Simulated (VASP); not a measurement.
The system is NaF.

```
Na F
1.0
     3.17755    0.00000    0.00000
    -1.58878    2.75184    0.00000
     0.00000    0.00000    5.56763
Na F
2 2
Direct
  0.00000 0.00000 0.00000
  0.00000 0.00000 0.50000
  0.33333 0.66667 0.25000
  0.66667 0.33333 0.75000
```

Base run:

* Program: VASP 6.6.1
* Functional: r2SCAN
* Potentials or basis: VASP PAW PBE potentials, release 64 (Na_pv, F)
* Cutoff: 520 eV
* k mesh: 9 × 9 × 4
* Occupations: gaussian, width 0.01 eV
* Spin: no spin polarisation

Its results: band gap on the k mesh 7.22 eV; pressure -0.5 GPa.

**Question.** The run is repeated on the same cell with these changes: functional from r2SCAN to PBE; k mesh from 9 × 9 × 4 to 12 × 12 × 6. What comes out?

**Answer.** Band gap on the k mesh 6.34 eV; pressure 3.5 GPa.

Several settings changed at once.

Caveats: the PAW data sets were made with another functional, which shifts forces and pressure a little (at least some runs); the cell stands under pressure (at least some runs).

A k mesh can miss the band edges.
